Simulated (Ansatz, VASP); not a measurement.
## One calculation of NbPdSe4, two programs

```xyz
6
Lattice="4.8124 0.0000 0.0000 -2.4062 4.1677 0.0000 0.0000 0.0000 5.6722" Properties=species:S:1:pos:R:3 pbc="T T T"
Nb    0.0000    0.0000    2.8361
Pd    0.0000    0.0000    0.0000
Se    0.0000    2.7785    4.1391
Se    0.0000    2.7785    1.5331
Se    2.4062    1.3892    4.1391
Se    2.4062    1.3892    1.5331
```

Change from the starting cell: species swapped into the TiB4Mo type (P6/mmm, No. 191).

Alike in both runs: functional PBE; k mesh 6 × 6 × 2; occupations gaussian, width 0.1 eV; no spin polarisation.

Ansatz relaxed the structure, and its values are those at the end. VASP's run is a single point on that final structure, the one shown.

```csv
,VASP,Ansatz
version,VASP 6.6.1,Ansatz 0.2.0
potentials or method,"VASP PAW PBE potentials, release 64 (Nb_sv, Pd, Se), cutoff 520 eV","scalar-relativistic, plane waves, PAW"
valence electrons in the cell,47,95
```

```tsv
	VASP	Ansatz	Ansatz less VASP
gap on the k mesh at the Fermi level (eV)	none	none	-
pressure (GPa)	0.3	0.3	-0.01
rms of the force components (eV/Å)	0.006	0.001	-0.0047
```

A gap of «none» marks a metal or a gap that the smearing closes. VASP's potentials hold 47 valence electrons a cell and Ansatz's 95, so a difference there can come from the potentials and not from the codes.

The k mesh is coarse, so the values compare programs but aren't converged.
